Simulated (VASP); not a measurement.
C, 4 atoms in the cell. The typed cell holds 4 atoms: a = 2.517 Å, b = 2.517 Å, c = 4.360 Å, α = 73.22°, β = 73.22°, γ = 60.00°.  This cell differs from its parent crystal: mode 4 frozen in at -0.025 Å and mode 9 at -0.020 Å (largest displacements).

```yaml
Program: VASP 6.6.1
Task: single point
Functional: r2SCAN
Potentials_or_basis: VASP PAW PBE potentials, release 64 (C)
Cutoff: 520 eV
k_mesh: 12 × 12 × 10
Occupations: gaussian, width 0.05 eV
Spin: no spin polarisation
Dipole_correction: no
Further_INCAR_settings: ALGO = Normal; EDIFF = 1e-06; NBANDS = 16
```

Potentials or basis: VASP PAW PBE potentials, release 64 (C).

Launch:

```console
$ cat potpaw_PBE.64/C/POTCAR > POTCAR
$ cp INCAR.step1 INCAR
$ mpirun -np 1 vasp_std > vasp.out
$ cp INCAR.step2 INCAR
$ mpirun -np 1 vasp_std > vasp.out
```

Hardware: 1 thread of Intel(R) Xeon(R) 6975P-C (Granite Rapids), on a shared host.

Q: How long does it take, and how much memory?

A: Run time: 6 min on 1 thread of Intel(R) Xeon(R) 6975P-C (Granite Rapids), on a shared host, peak memory 0.28 GiB. Counts: k points 724.
